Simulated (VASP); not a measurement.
# CdTe (F-43m) in VASP: elastic constants with PBEsol

Aim: the elastic constants of CdTe with PBEsol.

All numbers are computed with VASP 6.6.1; they aren't measurements. Logs are shortened: lines on timing, memory, paths and dates and some standing lists are left out, and cuts for length are marked.

### 1 The cell of the first run

Symmetry: F-43m, No. 216, cubic system. The conventional cell has a = 6.489 Å, b = 6.489 Å, c = 6.489 Å, α = 90.00°, β = 90.00°, γ = 90.00°. Cd (site symmetry -43m) has 4 Te at 2.81 Å within 3.7 Å. Te (site symmetry -43m) has 4 Cd at 2.81 Å within 3.7 Å.

### 2 Elastic constants, PBEsol

The input, INCAR:

```
SYSTEM = CdTe
PREC = Accurate
ENCUT = 600
EDIFF = 1E-8
ISMEAR = 0
SIGMA = 0.01
LREAL = .FALSE.
LASPH = .TRUE.
NELM = 60
ALGO = Normal
ISIF = 3
LWAVE = .FALSE.
LCHARG = .FALSE.
GGA = PS
IBRION = 6
NFREE = 2
POTIM = 0.015
NSW = 1
```

The input, KPOINTS:

```
regular mesh
0
G
  8 8 8
  0 0 0
```

The input, POSCAR:

```
CdTe
1.0
    0.0000000000      3.2446714359      3.2446714359
    3.2446714359      0.0000000000      3.2446714359
    3.2446714359      3.2446714359      0.0000000000
Cd Te
1 1
Direct
    0.0000000000      0.0000000000      0.0000000000
    0.2500000000      0.2500000000      0.2500000000
```

Potentials or basis: VASP PAW PBE potentials, release 64 (Cd, Te).

Started as:

```bash
> cat potpaw_PBE.64/Cd/POTCAR potpaw_PBE.64/Te/POTCAR > POTCAR
> mpirun -np 1 vasp_std > vasp.out
```

OUTCAR:

```text
SYSTEM = CdTe
   PREC = Accurate
   ENCUT = 600
   EDIFF = 1E-8
   ISMEAR = 0
   LREAL = .FALSE.
   LASPH = .TRUE.
   NELM = 60
   ISIF = 3
   GGA = PS
   IBRION = 6
   NFREE = 2
   POTIM = 0.015
   NSW = 1

 ion  position               nearest neighbor table
   1  0.000  0.000  0.000-   2 2.81   2 2.81   2 2.81   2 2.81
   2  0.250  0.250  0.250-   1 2.81   1 2.81   1 2.81   1 2.81

  LATTYP: Found a face centered cubic cell.
 ALAT       =     6.4893428718

  Lattice vectors:

 A1 = (   0.0000000000,   3.2446714359,   3.2446714359)
 A2 = (   3.2446714359,   0.0000000000,   3.2446714359)
 A3 = (   3.2446714359,   3.2446714359,   0.0000000000)

Analysis of symmetry for initial positions (statically):
=====================================================================
 Subroutine PRICEL returns:
 Original cell was already a primitive cell.

 Routine SETGRP: Setting up the symmetry group for a
 face centered cubic supercell.

 Subroutine GETGRP returns: Found 24 space group operations
 (whereof 24 operations were pure point group operations)
 out of a pool of 48 trial point group operations.

The static configuration has the point symmetry T_d .

Analysis of symmetry for dynamics (positions and initial velocities):
=====================================================================
 Subroutine PRICEL returns:
 Original cell was already a primitive cell.

 Routine SETGRP: Setting up the symmetry group for a
 face centered cubic supercell.

 Subroutine GETGRP returns: Found 24 space group operations
 (whereof 24 operations were pure point group operations)
 out of a pool of 48 trial point group operations.

The dynamic configuration has the point symmetry T_d .

 Subroutine INISYM returns: Found 24 space group operations
 (whereof 24 operations are pure point group operations),
 and found     1 'primitive' translations

----------------------------------------------------------------------------------------

                                     Primitive cell

  volume of cell :      68.3191

  direct lattice vectors                    reciprocal lattice vectors
     0.000000000  3.244671436  3.244671436    -0.154098808  0.154098808  0.154098808
     3.244671436  0.000000000  3.244671436     0.154098808 -0.154098808  0.154098808
     3.244671436  3.244671436  0.000000000     0.154098808  0.154098808 -0.154098808

  length of vectors
     4.588658350  4.588658350  4.588658350     0.266906965  0.266906965  0.266906965

  position of ions in fractional coordinates (direct lattice)
     0.000000000  0.000000000  0.000000000
     0.250000000  0.250000000  0.250000000

  ion indices of the primitive-cell ions
   primitive index   ion index
                 1           1
                 2           2

----------------------------------------------------------------------------------------

 KPOINTS: regular mesh

Automatic generation of k-mesh.
 Grid dimensions read from file:
 generate k-points for:    8    8    8

 Generating k-lattice:

  Cartesian coordinates                     Fractional coordinates (reciprocal lattice)
    -0.019262351  0.019262351  0.019262351     0.125000000  0.000000000  0.000000000
[... 112 lines left out ...]

  FORCE on cell =-STRESS in cart. coord.  units (eV):
  Direction    XX          YY          ZZ          XY          YZ          ZX
  --------------------------------------------------------------------------------------
  -------------------------------------------------------------------------------------
  Total        0.0511579      0.0511579      0.0511579      0.0000000      0.0000000      0.0000000
  in kB        1.1997230      1.1997230      1.1997230      0.0000000      0.0000000      0.0000000
  external PRESSURE =       1.1997230 kB  Pullay stress =       0.0000000 kB
[... 89 lines left out ...]
  FREE ENERGIE OF THE ION-ELECTRON SYSTEM (eV)
  ---------------------------------------------------
  free  energy   TOTEN  =        -5.4860396258 eV

  energy  without entropy=       -5.4860396258  energy(sigma->0) =       -5.48603963

[... ionic steps 4 to 14 ...]

--------------------------------------- Ionic step       15  -------------------------------------------

 number of electron      17.9999999 magnetization

------------------------ aborting loop because EDIFF is reached ----------------------------------------
[... 67 lines left out ...]
--------------------------------------- Ionic step       17  -------------------------------------------

 number of electron      17.9999998 magnetization

 Free energy of the ion-electron system (eV)
  ---------------------------------------------------
  ext. energy  EPLUGINS =         0.00000000
  ---------------------------------------------------
  free energy    TOTEN  =        -5.48888266 eV

  energy without entropy =       -5.48888266  energy(sigma->0) =       -5.48888266

 E-fermi :   2.2387     XC(G=0):  -8.7641

 val. band max:        2.1880126483   @ k =   0.0000   0.0000   0.0000
 cond. band min:       2.8270171182   @ k =   0.0000   0.0000   0.0000
 fundamental gap:      0.6390044699
 Fermi energy:         2.2386909261

 k-point     1 :       0.0000    0.0000    0.0000
  band No.  band energies     occupation
      1      -9.0144      2.00000
      2      -6.0738      2.00000
      3      -6.0670      2.00000
      4      -6.0603      2.00000
      5      -5.8049      2.00000
      6      -5.8048      2.00000
      7       2.1635      2.00000
      8       2.1762      2.00000
      9       2.1880      2.00000
     10       2.8270      0.00000
     11       6.7151      0.00000
     12       6.7248      0.00000
     13       6.7354      0.00000
[... 354 lines left out ...]
  band No.  band energies     occupation
      1      -8.5495      2.00000
      2      -5.9771      2.00000
      3      -5.9617      2.00000
      4      -5.8220      2.00000
      5      -5.7999      2.00000
      6      -5.3687      2.00000
      7      -2.1012      2.00000
      8       0.0876      2.00000
      9       0.9098      2.00000
     10       5.3514      0.00000
     11       6.6983      0.00000
     12       8.0848      0.00000
     13       9.2706      0.00000

 [... further k-points ...]

------------------------ aborting loop because EDIFF is reached ----------------------------------------

  FORCE on cell =-STRESS in cart. coord.  units (eV):
  Direction    XX          YY          ZZ          XY          YZ          ZX
  --------------------------------------------------------------------------------------
  -------------------------------------------------------------------------------------
  Total        0.0516278      0.0531799      0.0531799      0.0000000      0.0882169      0.0000000
  in kB        1.2107443      1.2471411      1.2471411      0.0000000      2.0688086      0.0000000
  external PRESSURE =       1.2350088 kB  Pullay stress =       0.0000000 kB
[... 17 lines left out ...]
  FREE ENERGIE OF THE ION-ELECTRON SYSTEM (eV)
  ---------------------------------------------------
  free  energy   TOTEN  =        -5.4888826599 eV

  energy  without entropy=       -5.4888826599  energy(sigma->0) =       -5.48888266

 INTERNAL STRAIN TENSORS FROM STRAINED CELLS
 ============================================

 INTERNAL STRAIN TENSOR FOR ION    1 for displacements in x,y,z  (eV/Angst):
          X           Y           Z          XY          YZ          ZX
  --------------------------------------------------------------------------------
  x    -0.00000    -0.00000     0.00000     0.00000     5.88576    -0.00000
  y     0.00000     0.00000    -0.00000     0.00000     0.00000     5.88585
  z     0.00000    -0.00000     0.00000     5.88608     0.00000     0.00000

 INTERNAL STRAIN TENSORS FROM DISPLACED ATOMS
 ============================================

 INTERNAL STRAIN TENSOR FOR ION    1 for displacements in x,y,z  (eV/Angst):
          X           Y           Z          XY          YZ          ZX
  --------------------------------------------------------------------------------
  x     0.00000    -0.00000    -0.00000     0.00000     5.87887     0.00000
  y    -0.00000     0.00000    -0.00000     0.00000     0.00000     5.87887
  z    -0.00000    -0.00000     0.00000     5.87887     0.00000     0.00000

 INTERNAL STRAIN TENSOR FOR ION    2 for displacements in x,y,z  (eV/Angst):
          X           Y           Z          XY          YZ          ZX
  --------------------------------------------------------------------------------
  x     0.00000     0.00000     0.00000     0.00000    -5.89743     0.00000
  y     0.00000     0.00000     0.00000     0.00000     0.00000    -5.89743
  z     0.00000     0.00000     0.00000    -5.89743     0.00000     0.00000

 Eigenvectors and eigenvalues of the dynamical matrix
 ----------------------------------------------------

   1 f  =    4.268878 THz    26.822150 2PiTHz  142.394433 cm-1    17.654652 meV
             X         Y         Z           dx          dy          dz
      0.000000  0.000000  0.000000     0.000000    0.729088    0.000000
      1.622336  1.622336  1.622336     0.000000   -0.684420    0.000000
[... 21 lines left out ...]
   6 f/i=    0.000310 THz     0.001945 2PiTHz    0.010326 cm-1     0.001280 meV
             X         Y         Z           dx          dy          dz
      0.000000  0.000000  0.000000     0.000000    0.000000   -0.684420
      1.622336  1.622336  1.622336     0.000000    0.000000   -0.729088

--------------------------------------------------------------------------------------------------------

 ELASTIC MODULI CONTR FROM IONIC RELAXATION (kBar)
 Direction    XX          YY          ZZ          XY          YZ          ZX
 --------------------------------------------------------------------------------
 XX          -0.0000     -0.0000     -0.0000      0.0000      0.0000      0.0000
 YY          -0.0000     -0.0000     -0.0000      0.0000      0.0000      0.0000
 ZZ          -0.0000     -0.0000     -0.0000      0.0000      0.0000      0.0000
 XY           0.0000      0.0000      0.0000   -182.4600      0.0000      0.0000
 YZ           0.0000      0.0000      0.0000      0.0000   -182.4600      0.0000
 ZX           0.0000      0.0000      0.0000      0.0000      0.0000   -182.4600
 --------------------------------------------------------------------------------

 TOTAL ELASTIC MODULI (kBar)
 Direction    XX          YY          ZZ          XY          YZ          ZX
 --------------------------------------------------------------------------------
 XX         531.2651    361.2839    361.2839     -0.0000      0.0000      0.0000
 YY         361.2839    531.2651    361.2839      0.0000     -0.0000      0.0000
 ZZ         361.2839    361.2839    531.2651      0.0000      0.0000      0.0000
 XY          -0.0000      0.0000      0.0000    197.1826      0.0000      0.0000
 YZ           0.0000     -0.0000      0.0000      0.0000    197.1826      0.0000
 ZX           0.0000      0.0000      0.0000      0.0000      0.0000    197.1826
 --------------------------------------------------------------------------------
```

Run time: 46 min. Hardware: 1 thread of Intel Xeon 8259CL, shared host; peak memory 0.47 GiB.

Results:

```
Elastic constants C11, C12, C44                         : 53, 36, 20 GPa
Voigt bulk modulus                                      : 42 GPa
Highest phonon frequency at Γ, LO-TO splitting left out : 142 cm⁻¹
```

Phonon frequencies in cm⁻¹ (negative: imaginary):
```csv
q point,frequencies
"(0.000, 0.000, 0.000)",0 0 0 142 142 142
```

Elastic tensor in Voigt notation (GPa, in the Cartesian axes of the cell as first typed):
```
53 36 36  0  0  0
36 53 36  0  0  0
36 36 53  0  0  0
 0  0  0 20  0  0
 0  0  0  0 20  0
 0  0  0  0  0 20
```

Clamped-ion elastic tensor (GPa):
```
53 36 36  0  0  0
36 53 36  0  0  0
36 36 53  0  0  0
 0  0  0 38  0  0
 0  0  0  0 38  0
 0  0  0  0  0 38
```

Caveat: the PAW data sets were made with another functional, which shifts forces and pressure a little; spin-orbit coupling is left out, which moves the levels of the heavy elements.
